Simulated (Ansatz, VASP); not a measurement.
**HgTe: VASP beside Ansatz**

```
CELL_PARAMETERS angstrom
0.00000 3.23050 3.23050
3.23050 0.00000 3.23050
3.23050 3.23050 0.00000
ATOMIC_POSITIONS crystal
Hg 0.00000 0.00000 0.00000
Te 0.25000 0.25000 0.25000
```

Alike in both runs: task relaxation of cell and atoms; functional LDA; k mesh 8 × 8 × 8; occupations gaussian, width 0.05 eV; no spin polarisation.

|  | VASP | Ansatz |
| --- | --- | --- |
| version | VASP 6.6.1 | Ansatz 0.2.0 |
| potentials or method | VASP PAW LDA potentials, release 64 (Hg, Te) | scalar-relativistic, plane waves, PAW |
| plane-wave cutoff (eV) | 600 | 420 |
| valence electrons in the cell | 18 | 36 |

Ansatz gave:

| Quantity | Value |
| --- | --- |
| gap on the k mesh at the Fermi level, each at its own relaxed structure (eV) | none |
| relaxed volume (Å³/atom) | 33.32 |
| relaxed cell length with the largest relative difference (Å) | 4.551 |

Problem. What did VASP give for the same quantities?

Solution. gap on the k mesh at the Fermi level, each at its own relaxed structure (eV): none; relaxed volume (Å³/atom): 33.53; relaxed cell length with the largest relative difference (Å): 4.560.

LDA's correlation is that of Perdew and Zunger in VASP and of Perdew and Wang (1992) in Ansatz. A gap of «none» marks a metal or a gap that the smearing closes. VASP's potentials hold 18 valence electrons a cell and Ansatz's 36, so a difference there can come from the potentials and not from the codes.

Spin-orbit coupling is off throughout.
